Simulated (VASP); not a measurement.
**WS2: single point with PBEsol**

The system is WS2.

```
W S
1.0
     3.11803    0.00000    0.00000
    -1.55901    2.70029    0.00000
     0.00000    0.00000   12.58280
W S
2 4
Direct
  0.33333 0.66667 0.25000
  0.66667 0.33333 0.75000
  0.33333 0.66667 0.60686
  0.66667 0.33333 0.10686
  0.33333 0.66667 0.89314
  0.66667 0.33333 0.39314
```

| Item | Value |
| --- | --- |
| Program | VASP 6.6.1 |
| Task | single point |
| Functional | PBEsol |
| Potentials or basis | VASP PAW PBE potentials, release 64 (W_sv, S) |
| Cutoff | 520 eV |
| k mesh | 12 × 12 × 2 |
| Occupations | gaussian, width 0.05 eV |
| Spin | no spin polarisation |
| Dipole correction | no |
| Further INCAR settings | ALGO = Normal; EDIFF = 1e-06; NBANDS = 35 |

```yaml
Pressure: -16.9 GPa
Largest_force: 3.439 eV/Å
Band_gap_on_the_k_mesh: 0.53 eV, indirect (least direct gap 1.25 eV)
```

Forces on the atoms (eV/Å):
```
W    0.000  0.000  0.000
W    0.000  0.000  0.000
S    0.000  0.000  3.439
S    0.000  0.000  3.439
S    0.000  0.000 -3.439
S    0.000  0.000 -3.439
```

Stress tensor (GPa, compression positive):
```
 -8.00   0.00   0.00
  0.00  -8.00   0.00
  0.00   0.00 -34.69
```

Levels at points of the mesh, in eV from the valence-band top:
| k point | band 22 | band 23 | band 24 | band 25 | band 26 | band 27 | band 28 | band 29 | band 30 | band 31 |
| --- | --- | --- | --- | --- | --- | --- | --- | --- | --- | --- |
| (0.00, 0.00, 0.00) | -0.78 | -0.78 | -0.66 | -0.66 | -0.25 | 2.20 | 2.20 | 2.52 | 2.52 | 2.67 |
| (0.50, 0.00, 0.00) | -2.50 | -1.41 | -1.27 | -1.01 | -0.52 | 2.30 | 2.71 | 3.09 | 3.09 | 3.12 |
| (0.00, 0.00, 0.50) | -0.72 | -0.72 | -0.72 | -0.49 | -0.49 | 2.34 | 2.34 | 2.34 | 2.34 | 2.73 |
| (0.50, 0.00, 0.50) | -2.61 | -1.32 | -1.32 | -0.76 | -0.76 | 2.69 | 2.69 | 3.09 | 3.09 | 3.26 |

Run time: 88 s on 1 thread of Intel(R) Xeon(R) Platinum 8488C (Sapphire Rapids), on a shared host, peak memory 0.28 GiB.

Caveat: the PAW data sets were made with another functional, which shifts forces and pressure a little; spin-orbit coupling is left out, which moves the levels of the heavy elements. A k mesh can miss the band edges.
